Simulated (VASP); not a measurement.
# AlN (Fm-3m) in VASP: notebook

Runs on AlN. Level: LDA. Tasks: electric field gradients.

Everything below comes from runs of VASP 6.6.1. Logs are shortened: lines on timing, memory, paths and dates and some standing lists are left out, and cuts for length are marked.

## (1) The cell of the first run

Symmetry: Fm-3m, No. 225, cubic system. Conventional cell: a = 3.982 Å, b = 3.982 Å, c = 3.982 Å, α = 90.00°, β = 90.00°, γ = 90.00°. Within 2.6 Å of Al (site symmetry m-3m) lie 6 N at 1.99 Å. Within 2.6 Å of N (site symmetry m-3m) lie 6 Al at 1.99 Å.

## (2) Electric field gradients, LDA (volume scaled by 1.02)

File INCAR:

```
SYSTEM = AlN
PREC = Accurate
ENCUT = 520
EDIFF = 1E-8
ISMEAR = -1
SIGMA = 0.01
LREAL = .False.
LASPH = .True.
NELM = 80
ALGO = Normal
ISIF = 2
LWAVE = .False.
LCHARG = .False.
GGA = CA
LEFG = .True.
NBANDS = 11
```

File KPOINTS:

```
Automatic mesh
0
Gamma
  12 12 12
  0 0 0
```

File POSCAR:

```
AlN
1.0
    0.0000000000      1.9910997195      1.9910997195
    1.9910997195      0.0000000000      1.9910997195
    1.9910997195      1.9910997195      0.0000000000
Al N
1 1
Direct
    0.0000000000      0.0000000000      0.0000000000
    0.5000000000      0.5000000000      0.5000000000
```

Potentials or basis: VASP PAW LDA potentials, release 64 (Al, N).

The run is started by

```console
$ cat potpaw_LDA.64/Al/POTCAR potpaw_LDA.64/N/POTCAR > POTCAR
$ mpirun -np 1 vasp_std > vasp.out
```

OUTCAR:

```text
SYSTEM = AlN
   PREC = Accurate
   ENCUT = 520
   EDIFF = 1E-8
   ISMEAR = -1
   LREAL = .False.
   LASPH = .True.
   NELM = 80
   ISIF = 2
   GGA = CA

 ion  position               nearest neighbor table
   1  0.000  0.000  0.000-   2 1.99   2 1.99   2 1.99   2 1.99   2 1.99   2 1.99
   2  0.500  0.500  0.500-   1 1.99   1 1.99   1 1.99   1 1.99   1 1.99   1 1.99

  LATTYP: Found a face centered cubic cell.
 ALAT       =     3.9821994390

  Lattice vectors:

 A1 = (   0.0000000000,   1.9910997195,   1.9910997195)
 A2 = (   1.9910997195,   0.0000000000,   1.9910997195)
 A3 = (   1.9910997195,   1.9910997195,   0.0000000000)

Analysis of symmetry for initial positions (statically):
=====================================================================
 Subroutine PRICEL returns:
 Original cell was already a primitive cell.

 Routine SETGRP: Setting up the symmetry group for a
 face centered cubic supercell.

 Subroutine GETGRP returns: Found 48 space group operations
 (whereof 48 operations were pure point group operations)
 out of a pool of 48 trial point group operations.

The static configuration has the point symmetry O_h .

Analysis of symmetry for dynamics (positions and initial velocities):
=====================================================================
 Subroutine PRICEL returns:
 Original cell was already a primitive cell.

 Routine SETGRP: Setting up the symmetry group for a
 face centered cubic supercell.

 Subroutine GETGRP returns: Found 48 space group operations
 (whereof 48 operations were pure point group operations)
 out of a pool of 48 trial point group operations.

The dynamic configuration has the point symmetry O_h .

 Subroutine INISYM returns: Found 48 space group operations
 (whereof 48 operations are pure point group operations),
 and found     1 'primitive' translations

----------------------------------------------------------------------------------------

                                     Primitive cell

  volume of cell :      15.7873

  direct lattice vectors                    reciprocal lattice vectors
     0.000000000  1.991099719  1.991099719    -0.251117508  0.251117508  0.251117508
     1.991099719  0.000000000  1.991099719     0.251117508 -0.251117508  0.251117508
     1.991099719  1.991099719  0.000000000     0.251117508  0.251117508 -0.251117508

  length of vectors
     2.815840227  2.815840227  2.815840227     0.434948283  0.434948283  0.434948283

  position of ions in fractional coordinates (direct lattice)
     0.000000000  0.000000000  0.000000000
     0.500000000  0.500000000  0.500000000

  ion indices of the primitive-cell ions
   primitive index   ion index
                 1           1
                 2           2

----------------------------------------------------------------------------------------

 KPOINTS: Automatic mesh

Automatic generation of k-mesh.
 Grid dimensions read from file:
 generate k-points for:   12   12   12

 Generating k-lattice:

  Cartesian coordinates                     Fractional coordinates (reciprocal lattice)
    -0.020926459  0.020926459  0.020926459     0.083333333  0.000000000  0.000000000
     0.020926459 -0.020926459  0.020926459     0.000000000  0.083333333  0.000000000
     0.020926459  0.020926459 -0.020926459     0.000000000  0.000000000  0.083333333

  Length of vectors
     0.036245690  0.036245690  0.036245690

  Shift w.r.t. Gamma in fractional coordinates (k-lattice)
     0.000000000  0.000000000  0.000000000

 Subroutine IBZKPT returns following result:
 ===========================================

 Found     72 irreducible k-points:

 Following reciprocal coordinates:
            Coordinates               Weight
  0.000000  0.000000  0.000000      1.000000
  0.083333  0.000000  0.000000      8.000000
  0.166667  0.000000  0.000000      8.000000
  0.250000  0.000000  0.000000      8.000000
  0.333333  0.000000  0.000000      8.000000
  0.416667  0.000000  0.000000      8.000000
[... 16 lines left out ...]
  0.500000  0.166667  0.000000     24.000000
 -0.416667  0.166667  0.000000     24.000000
 [... further k-points ...]
   k-points           NKPTS =     72   k-points in BZ     NKDIM =     72   number of bands    NBANDS=     11
   number of dos      NEDOS =    301   number of ions     NIONS =      2
   total plane-waves  NPLWV =  13824
   dimension x,y,z NGX =    24 NGY =   24 NGZ =   24
   dimension x,y,z NGXF=    48 NGYF=   48 NGZF=   48
   ions per type =               1   1
   NGX,Y,Z   is equivalent  to a cutoff of  14.17, 14.17, 14.17 a.u.
   NGXF,Y,Z  is equivalent  to a cutoff of  28.34, 28.34, 28.34 a.u.
 SYSTEM =  AlN
   PREC   = accura    normal or accurate (medium, high low for compatibility)
   ISTART =      0    job   : 0-new  1-cont  2-samecut
   ICHARG =      2    charge: 1-file 2-atom 10-const
   ISPIN  =      1    spin polarized calculation?
   LNONCOLLINEAR =      F non collinear calculations
   LSORBIT =      F    spin-orbit coupling
   LASPH  =      T    aspherical Exc in radial PAW
   ENCUT  =  520.0 eV  38.22 Ry    6.18 a.u.   5.24  5.24  5.24*2*pi/ulx,y,z
   NELM   =     80;   NELMIN=  2; NELMDL= -5     # of ELM steps
   EDIFF  = 0.1E-07   stopping-criterion for ELM
   LREAL  =      F    real-space projection
   EDIFFG = 0.1E-06   stopping-criterion for IOM
   NSW    =      0    number of steps for IOM
   IBRION =     -1    ionic relax: 0-MD 1-quasi-New 2-CG
   NFREE  =      0    steps in history (QN), initial steepest desc. (CG)
   ISIF   =      2    stress and relaxation
   ISYM   =      2    0-nonsym 1-usesym 2-fastsym
   POTIM  = 0.5000    time-step for ionic-motion
   TEBEG  =    0.0;   TEEND  =   0.0 temperature during run
   PSTRESS=    0.0 pullay stress
   NELECT =       8.0000    total number of electrons
   NUPDOWN=      -1.0000    fix difference up-down
   EMIN   =  10.00;   EMAX   =-10.00  energy-range for DOS
   EFERMI =   0.00;   METHOD = LEGACY
   ISMEAR =    -1;   SIGMA  =   0.01  broadening in eV -4-tet -1-fermi 0-gaus
   EFERMI_NEDOS =   21; number of points for ismear=-14 and -15
   IALGO  =     38    algorithm
   IMIX   =      4    mixing-type and parameters
     AMIX     =   0.40;   BMIX     =  1.00
     AMIX_MAG =   1.60;   BMIX_MAG =  1.00
  volume/ion in A,a.u.               =       7.89        53.27
  Fermi-wavevector in a.u.,A,eV,Ry     =   1.305174  2.466422 23.177249  1.703480
  Thomas-Fermi vector in A             =   2.436061
   LORBIT       =      0    0 simple, 1 ext, 2 COOP (PROOUT), +10 PAW based schemes
   GGA     = CA    functional components
   LHFCALC =     F    Hartree Fock is set to
   AEXX    =    0.0000 exact exchange contribution
   IVDW    =     0    specifies the selected vdW correction
   LEPSILON=     F    determine dielectric tensor
   LRPA    =     F    only Hartree local field effects (RPA)
 non-spin polarized calculation
  energy-cutoff  :      520.00
  volume of cell :       15.79
 maximum number of plane-waves:       444
 NGX is ok and might be reduce to    24
   NGX = 11   NGY = 11   NGZ = 11

 number of electron       7.9999999 magnetization

 Free energy of the ion-electron system (eV)
  ---------------------------------------------------
  ext. energy  EPLUGINS =         0.00000000
  ---------------------------------------------------
  free energy    TOTEN  =       -16.22232153 eV

  energy without entropy =      -16.22232153  energy(sigma->0) =      -16.22232153

 E-fermi :  10.6312     XC(G=0): -12.7892

 val. band max:       10.3164339243   @ k =   0.0000   0.0000   0.0000
 cond. band min:      15.2238261283   @ k =   0.5000   0.5000   0.0000
 fundamental gap:      4.9073922040
 Fermi energy:        10.6311764638

 k-point     1 :       0.0000    0.0000    0.0000
  band No.  band energies     occupation
      1      -7.5153      2.00000
      2      10.3164      2.00000
      3      10.3164      2.00000
      4      10.3164      2.00000
      5      16.7645      0.00000
      6      22.4793      0.00000
      7      22.4793      0.00000
      8      22.4793      0.00000
      9      27.8297      0.00000
     10      28.2827      0.00000
     11      28.2827      0.00000
[... 309 lines left out ...]
 k-point    24 :      -0.4167    0.1667    0.0000
  band No.  band energies     occupation
      1      -3.7035      2.00000
      2       2.2959      2.00000
      3       7.1283      2.00000
      4       8.7997      2.00000
      5      18.0678      0.00000
      6      20.0375      0.00000
      7      22.6103      0.00000
      8      23.4459      0.00000
      9      28.9417      0.00000
     10      30.4086      0.00000
     11      30.7537      0.00000

 [... further k-points ...]
[... 5 lines left out ...]
  --------------------------------------------------------------------------------------
  -------------------------------------------------------------------------------------
  Total        0.6860924      0.6860924      0.6860924     -0.0000000     -0.0000000      0.0000000
  in kB       69.6280386     69.6280386     69.6280386     -0.0000000     -0.0000000      0.0000000
  external PRESSURE =      69.6280386 kB  Pullay stress =       0.0000000 kB

 VOLUME and BASIS-vectors are now :
 -----------------------------------------------------------------------------
  energy-cutoff  :      520.00
  volume of cell :       15.79
      direct lattice vectors                 reciprocal lattice vectors
     0.000000000  1.991099719  1.991099719    -0.251117508  0.251117508  0.251117508
     1.991099719  0.000000000  1.991099719     0.251117508 -0.251117508  0.251117508
     1.991099719  1.991099719  0.000000000     0.251117508  0.251117508 -0.251117508

 POSITION                                       TOTAL-FORCE (eV/Angst)
 -----------------------------------------------------------------------------------
      0.00000      0.00000      0.00000        -0.000000      0.000000      0.000000
      1.99110      1.99110      1.99110         0.000000     -0.000000     -0.000000
 -----------------------------------------------------------------------------------
    total drift:                               -0.000000     -0.000000      0.000000

  FREE ENERGIE OF THE ION-ELECTRON SYSTEM (eV)
  ---------------------------------------------------
  free  energy   TOTEN  =       -16.2223215276 eV

  energy  without entropy=      -16.2223215276  energy(sigma->0) =      -16.22232153

 Electric field gradients (V/A^2)
---------------------------------------------------------------------
 ion       V_xx      V_yy      V_zz      V_xy      V_xz      V_yz
---------------------------------------------------------------------
   1      -0.000     0.000     0.000     0.000     0.000     0.000
   2      -0.000     0.000    -0.000     0.000     0.000     0.000
---------------------------------------------------------------------

 Electric field gradients after diagonalization (V/A^2)
 (convention: |V_zz| > |V_xx| > |V_yy|)
----------------------------------------------------------------------
 ion       V_xx      V_yy      V_zz     asymmetry (V_yy - V_xx)/ V_zz
----------------------------------------------------------------------
   1      -0.000    -0.000     0.000       0.000
   2      -0.000    -0.000     0.001       0.000
----------------------------------------------------------------------

           NMR quadrupolar parameters

 Cq : quadrupolar parameter    Cq=e*Q*V_zz/h
 eta: asymmetry parameters     (V_yy - V_xx)/ V_zz
 Q  : nuclear electric quadrupole moment in mb (millibarn)
----------------------------------------------------------------------
 ion       Cq(MHz)       eta       Q (mb)
----------------------------------------------------------------------
   1       0.000       0.000       1.000
   2       0.000       0.000       1.000
----------------------------------------------------------------------
```

Wall time 6.7 s (1 thread of Intel Xeon Platinum 8488C (Sapphire Rapids), shared host); peak memory 0.13 GiB.

What came out:

```yaml
Free_energy: -16.2223 eV
Pressure: 7.0 GPa
Band_gap_on_the_k_mesh: 4.91 eV, indirect (least direct gap 6.45 eV)
```

Caveat: without QUAD_EFG the Cq values of the log hold for a quadrupole moment of 1 mb, not for the nuclei. A k mesh can miss the band edges.

## (3) Electric field gradients, LDA (volume scaled by 1.04)

File INCAR:

```
SYSTEM = AlN
ALGO = Normal
EDIFF = 1E-8
ENCUT = 520
ISIF = 2
ISMEAR = -1
LASPH = .TRUE.
LCHARG = .FALSE.
LEFG = .TRUE.
LREAL = .FALSE.
LWAVE = .FALSE.
NBANDS = 11
NELM = 100
PREC = Accurate
SIGMA = 0.01
```

File KPOINTS:

```
k-points
0
G
  12 12 12
  0 0 0
```

File POSCAR:

```
AlN
1.0
    0.0000000000      2.0040293008      2.0040293008
    2.0040293008      0.0000000000      2.0040293008
    2.0040293008      2.0040293008      0.0000000000
Al N
1 1
Direct
    0.0000000000      0.0000000000      0.0000000000
    0.5000000000      0.5000000000      0.5000000000
```

Potentials or basis: VASP PAW LDA potentials, release 64 (Al, N).

The run is started by

```console
$ cat potpaw_LDA.64/Al/POTCAR potpaw_LDA.64/N/POTCAR > POTCAR
$ mpirun -np 1 vasp_std > vasp.out
```

OUTCAR:

```text
SYSTEM = AlN
   EDIFF = 1E-8
   ENCUT = 520
   ISIF = 2
   ISMEAR = -1
   LASPH = .TRUE.
   LREAL = .FALSE.
   NELM = 100
   PREC = Accurate

 ion  position               nearest neighbor table
   1  0.000  0.000  0.000-   2 2.00   2 2.00   2 2.00   2 2.00   2 2.00   2 2.00
   2  0.500  0.500  0.500-   1 2.00   1 2.00   1 2.00   1 2.00   1 2.00   1 2.00

  LATTYP: Found a face centered cubic cell.
 ALAT       =     4.0080586016

  Lattice vectors:

 A1 = (   0.0000000000,   2.0040293008,   2.0040293008)
 A2 = (   2.0040293008,   0.0000000000,   2.0040293008)
 A3 = (   2.0040293008,   2.0040293008,   0.0000000000)

Analysis of symmetry for initial positions (statically):
=====================================================================
 Subroutine PRICEL returns:
 Original cell was already a primitive cell.

 Routine SETGRP: Setting up the symmetry group for a
 face centered cubic supercell.

 Subroutine GETGRP returns: Found 48 space group operations
[... 525 lines left out ...]
     0.000000000  2.004029301  2.004029301    -0.249497350  0.249497350  0.249497350
     2.004029301  0.000000000  2.004029301     0.249497350 -0.249497350  0.249497350
     2.004029301  2.004029301  0.000000000     0.249497350  0.249497350 -0.249497350

 POSITION                                       TOTAL-FORCE (eV/Angst)
 -----------------------------------------------------------------------------------
      0.00000      0.00000      0.00000        -0.000000     -0.000000     -0.000000
      2.00403      2.00403      2.00403         0.000000      0.000000      0.000000
 -----------------------------------------------------------------------------------
    total drift:                               -0.000000     -0.000000      0.000000

  FREE ENERGIE OF THE ION-ELECTRON SYSTEM (eV)
  ---------------------------------------------------
  free  energy   TOTEN  =       -16.2304142663 eV

  energy  without entropy=      -16.2304142663  energy(sigma->0) =      -16.23041427

 Electric field gradients (V/A^2)
---------------------------------------------------------------------
 ion       V_xx      V_yy      V_zz      V_xy      V_xz      V_yz
---------------------------------------------------------------------
   1      -0.000    -0.000    -0.000     0.000     0.000     0.000
   2       0.000    -0.000    -0.000     0.000     0.000     0.000
---------------------------------------------------------------------

 Electric field gradients after diagonalization (V/A^2)
 (convention: |V_zz| > |V_xx| > |V_yy|)
----------------------------------------------------------------------
 ion       V_xx      V_yy      V_zz     asymmetry (V_yy - V_xx)/ V_zz
----------------------------------------------------------------------
   1      -0.000    -0.000     0.000       0.000
   2      -0.000    -0.000     0.001       0.000
----------------------------------------------------------------------

           NMR quadrupolar parameters

 Cq : quadrupolar parameter    Cq=e*Q*V_zz/h
 eta: asymmetry parameters     (V_yy - V_xx)/ V_zz
 Q  : nuclear electric quadrupole moment in mb (millibarn)
----------------------------------------------------------------------
 ion       Cq(MHz)       eta       Q (mb)
----------------------------------------------------------------------
   1       0.000       0.000       1.000
   2       0.000       0.000       1.000
----------------------------------------------------------------------
```

Run time: 6.5 s. Hardware: 1 thread of Intel Xeon Platinum 8488C (Sapphire Rapids), shared host; peak memory 0.13 GiB.

Results:

```
Free energy            : -16.2304 eV
Pressure               : 1.3 GPa
Band gap on the k mesh : 4.72 eV, indirect (least direct gap 6.16 eV)
```

Levels at points of the mesh, in eV from the valence-band top:
```tsv
k point	band 1	band 2	band 3	band 4	band 5	band 6	band 7	band 8	band 9
(0.00, 0.00, 0.00)	-17.65	0.00	0.00	0.00	6.16	12.10	12.10	12.10	17.40
(0.50, 0.00, 0.00)	-14.20	-8.52	-1.13	-1.13	6.29	11.02	11.02	13.51	16.16
(0.50, 0.50, 0.00)	-13.15	-7.59	-2.88	-2.88	4.72	5.15	14.21	17.40	17.40
```

Caveat: without QUAD_EFG the Cq values of the log hold for a quadrupole moment of 1 mb, not for the nuclei. A k mesh can miss the band edges.
